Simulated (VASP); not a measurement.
# In3B2H3 (Cmmm) in VASP: single point with PBE

Aim: the single point of In3B2H3 with PBE.

Everything below comes from runs of VASP 6.6.1. Logs are shortened: lines on timing, memory, paths and dates and some standing lists are left out, and cuts for length are marked.

## (1) The cell of the first run

Symmetry: Cmmm, No. 65, orthorhombic system. Conventional cell: a = 5.235 Å, b = 5.801 Å, c = 7.268 Å, α = 90.00°, β = 90.00°, γ = 90.00°. In (site symmetry mm2) has 1 H at 1.91 Å within 2.5 Å. In (site symmetry mmm) has 12 In at 3.14 to 3.91 Å and 4 B at 3.73 Å within 4.1 Å. B (site symmetry m2m) has 2 H at 1.45 Å and 1 B at 1.64 Å within 1.9 Å. H (site symmetry 2/m) has 2 B at 1.45 Å within 1.9 Å. H (site symmetry mmm) has 2 In at 1.91 Å and 4 H at 1.95 Å and 2 B at 2.08 Å within 2.5 Å.

## (2) Single point, PBE

File INCAR:

```
SYSTEM = In3B2H3
PREC = Accurate
ENCUT = 500
EDIFF = 1E-6
ISMEAR = 0
SIGMA = 0.15
LREAL = .FALSE.
LASPH = .TRUE.
NELM = 120
ALGO = Normal
ISIF = 2
LWAVE = .FALSE.
LCHARG = .TRUE.
GGA = PE
LELF = .TRUE.
LVHAR = .TRUE.
NBANDS = 34
GGA_COMPAT = .FALSE.
```

File KPOINTS:

```
regular mesh
0
G
  3 3 2
  0 0 0
```

File POSCAR:

```
In3B2H3
1.0
    2.6173671324     -2.9005803811      0.0000000000
    2.6173671324      2.9005803811      0.0000000000
    0.0000000000      0.0000000000      7.2680285747
In B H
3 2 3
Direct
    0.0000000000      0.0000000000      0.7622020269
    0.0000000000      0.0000000000      0.2377979731
    0.5000000000      0.5000000000      0.0000000000
    0.6415913490      0.3584086510      0.5000000000
    0.3584086510      0.6415913490      0.5000000000
    0.0000000000      0.5000000000      0.5000000000
    0.5000000000      0.0000000000      0.5000000000
    0.0000000000      0.0000000000      0.5000000000
```

Potentials or basis: VASP PAW PBE potentials, release 64 (In_d, B, H).

Started as:

```bash
$ cat potpaw_PBE.64/In_d/POTCAR potpaw_PBE.64/B/POTCAR potpaw_PBE.64/H/POTCAR > POTCAR
$ mpirun -np 1 vasp_std > vasp.out
```

OUTCAR:

```text
SYSTEM = In3B2H3
   PREC = Accurate
   ENCUT = 500
   EDIFF = 1E-6
   ISMEAR = 0
   LREAL = .FALSE.
   LASPH = .TRUE.
   NELM = 120
   ISIF = 2
   GGA = PE

 ion  position               nearest neighbor table
   1  0.000  0.000  0.762-   8 1.91   5 2.82   4 2.82   3 3.14   3 3.14   3 3.38   3 3.38   2 3.46
                             2 3.81
   2  0.000  0.000  0.238-   8 1.91   5 2.82   4 2.82   3 3.14   3 3.14   3 3.38   3 3.38   1 3.46
                             1 3.81
   3  0.500  0.500  0.000-   1 3.14   2 3.14   1 3.14   2 3.14   1 3.38   2 3.38   1 3.38   2 3.38

   4  0.642  0.358  0.500-   6 1.45   7 1.45   5 1.64   2 2.82   1 2.82
   5  0.358  0.642  0.500-   6 1.45   7 1.45   4 1.64   2 2.82   1 2.82
   6  0.000  0.500  0.500-   4 1.45   5 1.45
   7  0.500  0.000  0.500-   4 1.45   5 1.45
   8  0.000  0.000  0.500-   1 1.91   2 1.91

  LATTYP: Found a base centered orthorhombic cell.
 ALAT       =     5.2347342648
 B/A-ratio  =     1.1082053966
 C/A-ratio  =     1.3884235965

  Lattice vectors:

 A1 = (   2.6173671324,  -2.9005803811,   0.0000000000)
 A2 = (   2.6173671324,   2.9005803811,   0.0000000000)
 A3 = (   0.0000000000,   0.0000000000,   7.2680285747)

Analysis of symmetry for initial positions (statically):
=====================================================================
 Subroutine PRICEL returns:
 Original cell was already a primitive cell.

 Routine SETGRP: Setting up the symmetry group for a
 base centered orthorhombic supercell.

 Subroutine GETGRP returns: Found  8 space group operations
 (whereof  8 operations were pure point group operations)
 out of a pool of  8 trial point group operations.

The static configuration has the point symmetry D_2h.

Analysis of symmetry for dynamics (positions and initial velocities):
=====================================================================
 Subroutine PRICEL returns:
 Original cell was already a primitive cell.

 Routine SETGRP: Setting up the symmetry group for a
 base centered orthorhombic supercell.

 Subroutine GETGRP returns: Found  8 space group operations
 (whereof  8 operations were pure point group operations)
 out of a pool of  8 trial point group operations.

The dynamic configuration has the point symmetry D_2h.

 Subroutine INISYM returns: Found  8 space group operations
 (whereof  8 operations are pure point group operations),
 and found     1 'primitive' translations

----------------------------------------------------------------------------------------

                                     Primitive cell

  volume of cell :     110.3561

  direct lattice vectors                    reciprocal lattice vectors
     2.617367132 -2.900580381  0.000000000     0.191031665 -0.172379295  0.000000000
     2.617367132  2.900580381  0.000000000     0.191031665  0.172379295  0.000000000
     0.000000000  0.000000000  7.268028575     0.000000000  0.000000000  0.137588892

  length of vectors
     3.906914032  3.906914032  7.268028575     0.257308605  0.257308605  0.137588892

  position of ions in fractional coordinates (direct lattice)
     0.000000000  0.000000000  0.762202027
     0.000000000  0.000000000  0.237797973
     0.500000000  0.500000000  0.000000000
     0.641591349  0.358408651  0.500000000
     0.358408651  0.641591349  0.500000000
     0.000000000  0.500000000  0.500000000
     0.500000000  0.000000000  0.500000000
     0.000000000  0.000000000  0.500000000

  ion indices of the primitive-cell ions
   primitive index   ion index
                 1           1
                 2           2
                 3           3
                 4           4
                 5           5
                 6           6
                 7           7
                 8           8

----------------------------------------------------------------------------------------

 KPOINTS: regular mesh

Automatic generation of k-mesh.
 Grid dimensions read from file:
 generate k-points for:    3    3    2

 Generating k-lattice:

  Cartesian coordinates                     Fractional coordinates (reciprocal lattice)
     0.063677222 -0.057459765  0.000000000     0.333333333 -0.000000000  0.000000000
     0.063677222  0.057459765  0.000000000    -0.000000000  0.333333333  0.000000000
     0.000000000  0.000000000  0.068794446     0.000000000  0.000000000  0.500000000

  Length of vectors
     0.085769535  0.085769535  0.068794446

  Shift w.r.t. Gamma in fractional coordinates (k-lattice)
     0.000000000  0.000000000  0.000000000

 Subroutine IBZKPT returns following result:
 ===========================================

 Found      8 irreducible k-points:

 Following reciprocal coordinates:
            Coordinates               Weight
  0.000000  0.000000  0.000000      1.000000
  0.333333  0.000000  0.000000      4.000000
  0.333333  0.333333  0.000000      2.000000
 -0.333333  0.333333  0.000000      2.000000
  0.000000  0.000000  0.500000      1.000000
  0.333333  0.000000  0.500000      4.000000
  0.333333  0.333333  0.500000      2.000000
 -0.333333  0.333333  0.500000      2.000000
   k-points           NKPTS =      8   k-points in BZ     NKDIM =      8   number of bands    NBANDS=     34
   number of dos      NEDOS =    301   number of ions     NIONS =      8
   total plane-waves  NPLWV =  42336
   dimension x,y,z NGX =    28 NGY =   28 NGZ =   54
   dimension x,y,z NGXF=    56 NGYF=   56 NGZF=  108
   ions per type =               3   2   3
   NGX,Y,Z   is equivalent  to a cutoff of  11.91, 11.91, 12.35 a.u.
   NGXF,Y,Z  is equivalent  to a cutoff of  23.83, 23.83, 24.70 a.u.
 SYSTEM =  In3B2H3
   PREC   = accura    normal or accurate (medium, high low for compatibility)
   ISTART =      0    job   : 0-new  1-cont  2-samecut
   ICHARG =      2    charge: 1-file 2-atom 10-const
   ISPIN  =      1    spin polarized calculation?
   LNONCOLLINEAR =      F non collinear calculations
   LSORBIT =      F    spin-orbit coupling
   LASPH  =      T    aspherical Exc in radial PAW
   ENCUT  =  500.0 eV  36.75 Ry    6.06 a.u.   7.12  7.12 13.25*2*pi/ulx,y,z
   NELM   =    120;   NELMIN=  2; NELMDL= -5     # of ELM steps
   EDIFF  = 0.1E-05   stopping-criterion for ELM
   LREAL  =      F    real-space projection
   EDIFFG = 0.1E-04   stopping-criterion for IOM
   NSW    =      0    number of steps for IOM
   IBRION =     -1    ionic relax: 0-MD 1-quasi-New 2-CG
   NFREE  =      0    steps in history (QN), initial steepest desc. (CG)
   ISIF   =      2    stress and relaxation
   ISYM   =      2    0-nonsym 1-usesym 2-fastsym
   POTIM  = 0.5000    time-step for ionic-motion
   TEBEG  =    0.0;   TEEND  =   0.0 temperature during run
   PSTRESS=    0.0 pullay stress
   NELECT =      48.0000    total number of electrons
   NUPDOWN=      -1.0000    fix difference up-down
   EMIN   =  10.00;   EMAX   =-10.00  energy-range for DOS
   EFERMI =   0.00;   METHOD = LEGACY
   ISMEAR =     0;   SIGMA  =   0.15  broadening in eV -4-tet -1-fermi 0-gaus
   EFERMI_NEDOS =   21; number of points for ismear=-14 and -15
   IALGO  =     38    algorithm
   IMIX   =      4    mixing-type and parameters
     AMIX     =   0.40;   BMIX     =  1.00
     AMIX_MAG =   1.60;   BMIX_MAG =  1.00
  volume/ion in A,a.u.               =      13.79        93.09
  Fermi-wavevector in a.u.,A,eV,Ry     =   1.240385  2.343988 20.933312  1.538555
  Thomas-Fermi vector in A             =   2.374828
   LORBIT       =      0    0 simple, 1 ext, 2 COOP (PROOUT), +10 PAW based schemes
   GGA     = PE    functional components
   LHFCALC =     F    Hartree Fock is set to
   AEXX    =    0.0000 exact exchange contribution
   IVDW    =     0    specifies the selected vdW correction
   LEPSILON=     F    determine dielectric tensor
   LRPA    =     F    only Hartree local field effects (RPA)
 non-spin polarized calculation
 Gauss-broadening in eV      SIGMA  =   0.15
  energy-cutoff  :      500.00
  volume of cell :      110.36
 maximum number of plane-waves:      2830
   NGX = 15   NGY = 15   NGZ = 27

 number of electron      47.9999992 magnetization

 Free energy of the ion-electron system (eV)
  ---------------------------------------------------
  ext. energy  EPLUGINS =         0.00000000
  ---------------------------------------------------
  free energy    TOTEN  =       -26.44899640 eV

  energy without entropy =      -26.44293572  energy(sigma->0) =      -26.44596606

 E-fermi :   5.9723     XC(G=0): -10.1764

 val. band max:        5.8621980949   @ k =   0.0000   0.0000   0.5000
 cond. band min:       6.0975674484   @ k =   0.0000   0.0000   0.0000
 fundamental gap:      0.2353693535
 Fermi energy:         5.9722757103

 k-point     1 :       0.0000    0.0000    0.0000
  band No.  band energies     occupation
      1      -8.8539      2.00000
      2      -8.8225      2.00000
      3      -8.7957      2.00000
      4      -8.7830      2.00000
      5      -8.6946      2.00000
      6      -8.6124      2.00000
[... 26 lines left out ...]
     33      13.0468      0.00000
     34      13.4826      0.00000

 k-point     2 :       0.3333    0.0000    0.0000
  band No.  band energies     occupation
      1      -8.8360      2.00000
      2      -8.8245      2.00000
      3      -8.7980      2.00000
      4      -8.7520      2.00000
      5      -8.7495      2.00000
      6      -8.6606      2.00000
[... 26 lines left out ...]
     33      12.0534      0.00000
     34      12.4526      0.00000
[... 183 lines left out ...]
     33      12.6098      0.00000
     34      15.1291      0.00000

 k-point     8 :      -0.3333    0.3333    0.5000
  band No.  band energies     occupation
      1      -8.8408      2.00000
      2      -8.8029      2.00000
      3      -8.7695      2.00000
      4      -8.7107      2.00000
      5      -8.6740      2.00000
      6      -8.6195      2.00000
[... 26 lines left out ...]
     33      10.9045      0.00000
     34      13.9811      0.00000

------------------------ aborting loop because EDIFF is reached ----------------------------------------

  FORCE on cell =-STRESS in cart. coord.  units (eV):
  Direction    XX          YY          ZZ          XY          YZ          ZX
  --------------------------------------------------------------------------------------
  -------------------------------------------------------------------------------------
  Total        0.2232520      0.3931992      0.3444331      0.0000000      0.0000000      0.0000000
  in kB        3.2412293      5.7085669      5.0005670      0.0000000      0.0000000      0.0000000
  external PRESSURE =       4.6501210 kB  Pullay stress =       0.0000000 kB

 VOLUME and BASIS-vectors are now :
 -----------------------------------------------------------------------------
  energy-cutoff  :      500.00
  volume of cell :      110.36
      direct lattice vectors                 reciprocal lattice vectors
     2.617367132 -2.900580381  0.000000000     0.191031665 -0.172379295  0.000000000
     2.617367132  2.900580381  0.000000000     0.191031665  0.172379295  0.000000000
     0.000000000  0.000000000  7.268028575     0.000000000  0.000000000  0.137588892

 POSITION                                       TOTAL-FORCE (eV/Angst)
 -----------------------------------------------------------------------------------
      0.00000      0.00000      5.53971        -0.000000     -0.000000     -0.027630
      0.00000      0.00000      1.72832        -0.000000     -0.000000      0.027630
      2.61737      0.00000      0.00000         0.000000     -0.000000      0.000000
      2.61737     -0.82139      3.63401         0.000000     -0.065852      0.000000
      2.61737      0.82139      3.63401         0.000000      0.065852      0.000000
      1.30868      1.45029      3.63401         0.000000     -0.000000      0.000000
      1.30868     -1.45029      3.63401         0.000000     -0.000000      0.000000
      0.00000      0.00000      3.63401         0.000000     -0.000000      0.000000
 -----------------------------------------------------------------------------------
    total drift:                                0.000000      0.000000      0.000000

  FREE ENERGIE OF THE ION-ELECTRON SYSTEM (eV)
  ---------------------------------------------------
  free  energy   TOTEN  =       -26.4489963965 eV

  energy  without entropy=      -26.4429357212  energy(sigma->0) =      -26.44596606
```

Run time: 45 s. Hardware: 1 thread of Intel Xeon 8259CL, shared host; peak memory 0.2 GiB.

What came out:

```
Free energy            : -26.4490 eV
Pressure               : 0.5 GPa
Largest force          : 0.066 eV/Å
Band gap on the k mesh : zero (band 24 reaches 6.17 eV, above the bottom of band 25 at 5.49 eV)
```

Forces on the atoms (eV/Å):
```
In   0.000  0.000 -0.028
In   0.000  0.000  0.028
In   0.000  0.000  0.000
B    0.000 -0.066  0.000
B    0.000  0.066  0.000
H    0.000  0.000  0.000
H    0.000  0.000  0.000
H    0.000  0.000  0.000
```

Caveat: the k points lie up to 0.54 Å⁻¹ apart; spin-orbit coupling is left out, which moves the levels of the heavy elements.
